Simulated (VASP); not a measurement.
Input of a VASP 6.6.1 run:

Contents of INCAR:

```
SYSTEM = Ni
ALGO = Normal ; EDIFF = 1E-6
ENCUT = 520 ; GGA = RP
ISIF = 2 ; ISMEAR = -1
ISPIN = 2 ; LASPH = .TRUE.
LCHARG = .FALSE. ; LMAXMIX = 4
LORBIT = 11 ; LREAL = .FALSE.
LWAVE = .FALSE. ; MAGMOM = 1
NBANDS = 15 ; NELM = 150
PREC = Accurate ; SIGMA = 0.05
```

Contents of KPOINTS:

```
k-points
0
G
  13 13 13
  0 0 0
```

Contents of POSCAR:

```
Ni
1.0
   -1.4148936521      1.4148936521      1.4148936521
    1.4148936521     -1.4148936521      1.4148936521
    1.4148936521      1.4148936521     -1.4148936521
Ni
1
Direct
    0.0000000000      0.0000000000      0.0000000000
```

Potentials or basis: VASP PAW PBE potentials, release 64 (Ni).

Run with:

```console
$ cat potpaw_PBE.64/Ni/POTCAR > POTCAR
$ mpirun -np 1 vasp_std > vasp.out
```

(1) Estimate the net moment.

(2) Estimate the pressure.

(3) Estimate the site moments.

## Answers

(1) 0.61 μB per cell.

(2) 0.1 GPa.

(3) Ni +0.62 μB.

Caveat: the PAW data sets were made with another functional, which shifts forces and pressure a little.
